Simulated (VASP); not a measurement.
Write the native input for VASP 6.6.1 that does the following.

- Task: single point
- Functional: PBEsol
- Potentials or basis: VASP PAW PBE potentials, release 64 (W_sv)
- Cutoff: 520 eV
- k mesh: 14 × 14 × 14
- Occupations: fermi-dirac, width 0.1 eV
- Spin: no spin polarisation
- Dipole correction: no
- Further INCAR settings: ALGO = Normal; EDIFF = 1e-06; NBANDS = 21

The structure of W lies in POSCAR:

```
W
1.0
    0.0000000000      2.5316570973      2.5316570973
    2.5316570973      0.0000000000      2.5316570973
    2.5316570973      2.5316570973      0.0000000000
W
2
Direct
   -0.1250000000     -0.1250000000     -0.1250000000
    0.1250000000      0.1250000000      0.1250000000
```

This cell differs from its parent crystal: volume scaled by 0.68.

One way to write it, as run:

INCAR

```
  PREC = Accurate
  ENCUT = 520
  EDIFF = 1E-6
  ISMEAR = -1
  SIGMA = 0.1
  LREAL = False
  LASPH = True
  NELM = 80
  ALGO = Normal
  ISIF = 2
  LWAVE = False
  LCHARG = False
  GGA = PS
  NBANDS = 21
```

KPOINTS

```
Automatic mesh
0
Gamma
  14 14 14
```

Potentials or basis: VASP PAW PBE potentials, release 64 (W_sv).

Command:

```sh
$ cat potpaw_PBE.64/W_sv/POTCAR > POTCAR
$ mpirun -np 1 vasp_std > vasp.out
```

Results of the run:

```yaml
Pressure: 112.9 GPa
Band_gap_on_the_k_mesh: zero (band 14 reaches 10.67 eV, above the bottom of band 15 at 9.65 eV)
```

Caveat: the PAW data sets were made with another functional, which shifts forces and pressure a little; spin-orbit coupling is left out, which moves the levels of the heavy elements.

Wall time 58 s on 1 thread of Intel(R) Xeon(R) Platinum 8259CL CPU @ 2.50GHz (Skylake/Cascade Lake), on a shared host, peak memory 0.19 GiB.
